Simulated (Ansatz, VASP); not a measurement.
# GaP in VASP and in Ansatz

INCAR

```
PREC = Accurate
ENCUT = 520
EDIFF = 1E-6
ISMEAR = 0
SIGMA = 0.05
LREAL = F
LASPH = T
NELM = 100
ALGO = Normal
ISIF = 2
LWAVE = F
LCHARG = T
GGA = PS
LELF = T
LVHAR = T
NBANDS = 16
```

Contents of KPOINTS:

```
regular mesh
0
Gamma
  10 10 10
```

The input POSCAR:

```
GaP
1.0
    0.0000000000      2.7252500963      2.7252500963
    2.7252500963      0.0000000000      2.7252500963
    2.7252500963      2.7252500963      0.0000000000
Ga P
1 1
Direct
    0.0000000000      0.0000000000      0.0000000000
    0.7500000000      0.7500000000      0.7500000000
```

Input for Ansatz:

```yaml
crystal:
  lattice:
    - [0.0, 2.7252500963, 2.7252500963]
    - [2.7252500963, 0.0, 2.7252500963]
    - [2.7252500963, 2.7252500963, 0.0]
  atoms:
    - { symbol: Ga, position: [0.0, 0.0, 0.0] }
    - { symbol: P, position: [0.75, 0.75, 0.75] }
basis:
  ecutwfc: 420
  ecutrho_ratio: 4
kpoints:
  mp_grid: { grid: [10, 10, 10] }
hamiltonian:
  xc: pbesol
scf:
  occupations: { method: gaussian, width: 0.05 }
output:
  forces: true
  stress: true
  eigenvalues: true
  states_by_energy: { minimum_broadening: 0.025 }
```

Alike in both runs: task single point; functional PBEsol; k mesh 10 × 10 × 10; occupations gaussian, width 0.05 eV; no spin polarisation.

```csv
,VASP,Ansatz
version,VASP 6.6.1,Ansatz 0.2.0
potentials or method,"VASP PAW PBE potentials, release 64 (Ga_d, P), cutoff 520 eV","scalar-relativistic, plane waves, PAW"
valence electrons in the cell,18,18
```

|  | VASP | Ansatz | Ansatz less VASP |
| --- | --- | --- | --- |
| gap on the k mesh at the Fermi level (eV) | 1.48 | 1.48 | -0.002 |
| least direct gap on the mesh (eV) | 1.75 | 1.74 | -0.007 |
| pressure (GPa) | -0.6 | -0.6 | +0.09 |

VASP's potentials were made for PBE, not for PBEsol.
